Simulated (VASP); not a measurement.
Here is a VASP 6.6.1 calculation.

The input INCAR:

```
ALGO = Normal
DIPOL = 0.5 0.5 0.324
EDIFF = 1E-6
ENCUT = 520
GGA = PE
IDIPOL = 3
ISIF = 2
ISMEAR = 0
LASPH = T
LCHARG = F
LDIPOL = T
LREAL = Auto
LWAVE = F
NBANDS = 60
NELM = 100
PREC = Accurate
SIGMA = 0.1
```

Contents of KPOINTS:

```
k-points
0
Gamma
  4 3 1
```

The input POSCAR:

```
C20Cl
1.0
    8.5436715405      0.0000000000      0.0000000000
   -2.1359178851      8.6110540208      0.0000000000
    0.0000000000      0.0000000000     20.2788010925
C Cl
20 1
Direct
    0.0782061927      0.9794914374      0.1972503198
    0.5782061927      0.9794914374      0.1972503198
    0.4115395260      0.9794914374      0.1972503198
    0.9115395260      0.9794914374      0.1972503198
    0.3230790521      0.9589828748      0.2574344476
    0.8230790520      0.9589828748      0.2574344476
    0.1564123854      0.9589828748      0.2574344476
    0.6564123854      0.9589828748      0.2574344476
    0.0669021097      0.9383827631      0.3175270290
    0.5669021097      0.9383827631      0.3175270290
    0.4022889442      0.9383825652      0.3175270320
    0.9022889442      0.9383825652      0.3175270320
    0.3111130079      0.9176685367      0.3778997893
    0.8111130079      0.9176685367      0.3778997893
    0.1477209542      0.9176685463      0.3778997009
    0.6477209542      0.9176685463      0.3778997009
    0.0473696108      0.8987953018      0.4329048139
    0.5473696108      0.8987953018      0.4329048139
    0.4020260800      0.8987945823      0.4329053307
    0.9020260800      0.8987945823      0.4329053307
    0.2973696108      1.6487953018      0.4689245383
```

Potentials or basis: VASP PAW PBE potentials, release 64 (C, Cl).

Run with:

```console
$ cat potpaw_PBE.64/C/POTCAR potpaw_PBE.64/Cl/POTCAR > POTCAR
$ mpirun -np 1 vasp_std > vasp.out
```

**Question.** Predict the largest force.

**Answer.** 7.032 eV/Å.

**Question.** What does it give for the band gap on the k mesh?

**Answer.** Zero (an odd number of electrons rules out a gap without spin polarisation).

Forces on the atoms (eV/Å):
```
C   -6.776 -0.180  1.054
C   -6.960 -0.191  0.989
C    6.871 -0.073  1.032
C    6.728 -0.136  1.128
C   -0.399  0.131 -1.139
C   -0.317  0.140 -1.149
C    0.409  0.166 -0.998
C    0.235  0.106 -0.839
C   -0.012 -0.019 -0.088
C    0.059 -0.165 -0.489
C   -0.115  0.122  0.072
C    0.046 -0.031 -0.002
C   -0.274  0.640 -0.721
C    0.059  0.151  0.071
C    0.359  0.054  0.085
C   -0.540  0.233  0.415
C   -0.178 -0.043 -0.022
C    3.125  0.273 -0.152
C   -2.321 -2.068  0.637
C    0.085 -0.016  0.120
Cl  -0.086  0.906 -0.004
```

Caveat: an odd number of electrons without spin polarisation forces a metal; a magnetic or distorted state may lie lower.
